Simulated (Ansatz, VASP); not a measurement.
One calculation of Al, two programs

File INCAR:

```
PREC = Accurate
ENCUT = 520
EDIFF = 1E-6
ISMEAR = -1
SIGMA = 0.1
LREAL = F
LASPH = T
NELM = 100
ALGO = Normal
ISIF = 2
LWAVE = F
LCHARG = T
GGA = PS
LELF = T
LVHAR = T
NBANDS = 12
```

File KPOINTS:

```
Automatic mesh
0
Gamma
  9 9 13
```

The input POSCAR:

```
Al
1.0
    4.3642299828      0.0000000000      0.0000000000
   -2.1821149914      3.7795340330      0.0000000000
    0.0000000000      0.0000000000      2.6954420673
Al
3
Direct
    0.0000000000      1.0000000000      0.0000000000
    0.3333333333      0.6666666667      0.5000000000
    0.6666666667      0.3333333333      0.5000000000
```

Input for Ansatz:

```yaml
crystal:
  lattice:
    - [4.3642299828, 0.0, 0.0]
    - [-2.1821149914, 3.779534033, 0.0]
    - [0.0, 0.0, 2.6954420673]
  atoms:
    - { symbol: Al, position: [0.0, 1.0, 0.0] }
    - { symbol: Al, position: [0.3333333333, 0.6666666667, 0.5] }
    - { symbol: Al, position: [0.6666666667, 0.3333333333, 0.5] }
hamiltonian:
  xc: pbesol
  pseudopotentials:
    kind: paw
    azcp:
      Al: "pseudopotentials/Al.paw.azcp"
basis:
  ecutwfc: 420
  fft_grid_basis: typed
kpoints:
  mp_grid: { grid: [9, 9, 13], shift: [0, 0, 0] }
magnetization:
  spin_polarized: false
scf:
  occupations: { method: fermi_dirac, width: 0.1 }
  lower_state_search: "off"
output:
  stress: true
```

Alike in both runs: task single point; functional PBEsol; k mesh 9 × 9 × 13; occupations fermi-dirac, width 0.1 eV; no spin polarisation.

|  | VASP | Ansatz |
| --- | --- | --- |
| version | VASP 6.6.1 | Ansatz 0.2.0 |
| potentials or method | VASP PAW PBE potentials, release 64 (Al), cutoff 520 eV | plane waves (420 eV) with PAW, scalar-relativistic |
| valence electrons in the cell | 9 | 9 |

Ansatz gave:

| Property | Result |
| --- | --- |
| pressure (GPa) | 12.1 |
| traceless stress, the component that is largest in VASP (GPa) | -2.74 |

Q: Which values does VASP return?

A: Pressure (GPa): 12.2; traceless stress, the component that is largest in VASP (GPa): -2.74.

VASP's potentials were made for PBE, not for PBEsol, and Ansatz warns of the same on its side.
